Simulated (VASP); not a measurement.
A run of VASP 6.6.1 is set up as follows.

Contents of INCAR:

```
ALGO     = Normal         # electronic algorithm
EDIFF    = 1E-6           # SCF threshold, eV
ENCUT    = 520            # plane-wave cutoff, eV
GGA      = PE             # functional
ISIF     = 2              # what is computed and relaxed
ISMEAR   = 0              # smearing method
KPAR     = 2            
LASPH    = True           # aspherical terms in the spheres
LCHARG   = False          # write CHGCAR
LREAL    = Auto         
LWAVE    = False          # write WAVECAR
NBANDS   = 162            # bands
NCORE    = 2            
NELM     = 80             # most SCF steps
PREC     = Accurate       # precision mode
SIGMA    = 0.01           # smearing width, eV
```

The input KPOINTS:

```
Automatic mesh
0
Gamma
  2 2 2
  0.5 0.5 0.5
```

The input POSCAR:

```
ZrSi15O32
1.0
    5.2865229236      0.0000000000     -8.9434898815
    5.2865229236      0.0000000000      8.9434898815
   -5.2865229236     -9.6504593367      0.0000000000
Zr Si O
1 15 32
Direct
    0.3122671233      0.6206272959      0.4328944192
    0.5223501149      0.3928524511      0.9047469527
    0.7914185928      0.1312718880      0.4226904808
    0.0118945016      0.8823968378      0.9047469527
    0.3721692771      0.0747311628      0.9469004400
    0.6685792684      0.7849670062      0.3990723653
    0.8715375641      0.5393740618      0.9109116259
    0.1141053591      0.2304930969      0.3990723653
    0.9351214806      0.1109881921      0.0728271719
    0.2501697369      0.8736308240      0.6238005609
    0.4618389798      0.6377056913      0.0728271719
    0.7107967461      0.3689944234      0.5797911695
    0.8891045827      0.7109382167      0.5754509284
    0.1141013507      0.4706998149      0.0848011656
    0.3645127117      0.1863463457      0.5754509284
    0.6051712076      0.9885821153      0.0937533228
    0.9337255774      0.8148695705      0.7358019386
    0.1734126734      0.5750349056      0.2484475790
    0.4209323681      0.3020763612      0.7358019386
    0.6877988025      0.0732259595      0.2610247621
    0.3225900508      0.9666672299      0.7892572807
    0.5938685962      0.7034725613      0.2296635120
    0.8062274168      0.4398006249      0.7460280416
    0.0261909506      0.1357949158      0.2296635120
    0.4612960591      0.2646289054      0.9737838869
    0.7366022226      0.9758632684      0.4589565743
    0.9694529241      0.7332598542      0.9499899116
    0.2496104822      0.4203064922      0.4484493700
    0.7462372754      0.0449912055      0.0376991658
    0.0533316149      0.7486845726      0.5586621781
    0.2742344786      0.5292743043      0.0524526806
    0.5147346065      0.2659361031      0.5316824703
    0.7657463672      0.5169478638      0.5316824703
    0.0231783764      0.2782182020      0.0524526806
    0.3099776055      0.0053305633      0.5586621781
    0.4927079603      0.7914618904      0.0376991658
    0.5281428778      0.6988388877      0.4484493700
    0.7167300573      0.4805369875      0.9499899116
    0.9830933058      0.2223543517      0.4589565743
    0.2091549815      1.0124878278      0.9737838869
    0.7599091129      0.2522991568      0.5122082697
    0.9354339537     -0.0259178908      0.9635180333
    0.3202926720      0.7677833021      0.5880759741
    0.4894359241      0.5280840796     -0.0364819667
    0.4948267071      1.0523111933      1.0471379004
    0.8102254138      0.7634429678      0.4675617402
    0.9916412157      0.4999980322      0.9916392479
    0.2041187724      0.1573363264      0.4675617402
```

Potentials or basis: VASP PAW PBE potentials, release 64 (Zr_sv, Si, O).

The run is started by

```console
$ cat potpaw_PBE.64/Zr_sv/POTCAR potpaw_PBE.64/Si/POTCAR potpaw_PBE.64/O/POTCAR > POTCAR
$ mpirun -np 4 vasp_std > vasp.out
```

Task: What does it give for the pressure?

Result: -0.4 GPa.

Task: What does it give for the largest force?

Result: 0.069 eV/Å.

Task: Predict the band gap on the k mesh.

Result: 5.68 eV.

Stress tensor (GPa, compression positive):
```
-0.06  0.00  0.00
 0.00 -0.32 -0.62
 0.00 -0.62 -0.84
```
